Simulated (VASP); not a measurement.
Wanted: the native input for a VASP 6.6.1 run.

```yaml
Task: single point
Functional: PBE
Potentials_or_basis: VASP PAW PBE potentials, release 64 (Ca_sv)
Cutoff: 500 eV
k_mesh: 6 × 6 × 6
Occupations: tetrahedron
Spin: no spin polarisation
Dipole_correction: no
Further_INCAR_settings: ALGO = Normal; EDIFF = 1e-06; NBANDS = 11
```

The structure of Ca lies in POSCAR:

```
Ca
1.0
    0.0000000000      2.7463772389      2.7463772389
    2.7463772389      0.0000000000      2.7463772389
    2.7463772389      2.7463772389      0.0000000000
Ca
1
Direct
    0.0000000000      0.0000000000      0.0000000000
```

These files were run (other wordings do the same):

INCAR

```
PREC = Accurate
ENCUT = 500
EDIFF = 1E-6
ISMEAR = -5
SIGMA = 0.1
LREAL = False
LASPH = True
NELM = 120
ALGO = Normal
ISIF = 2
LWAVE = False
LCHARG = False
GGA = PE
NBANDS = 11
GGA_COMPAT = False
```

KPOINTS

```
regular mesh
0
Gamma
  6 6 6
```

Potentials or basis: VASP PAW PBE potentials, release 64 (Ca_sv).

Run with:

```sh
$ cat potpaw_PBE.64/Ca_sv/POTCAR > POTCAR
$ mpirun -np 1 vasp_std > vasp.out
```

It gave:

```yaml
Pressure: 0.0 GPa
Band_gap_on_the_k_mesh: zero (bands 5 and 6 overlap by 0.15 eV)
```

Caveat: tetrahedron occupations give inexact forces and stress in metals.

Wall time 12 s on 1 thread of Intel Xeon 8259CL (shared host), peak memory 0.15 GiB.
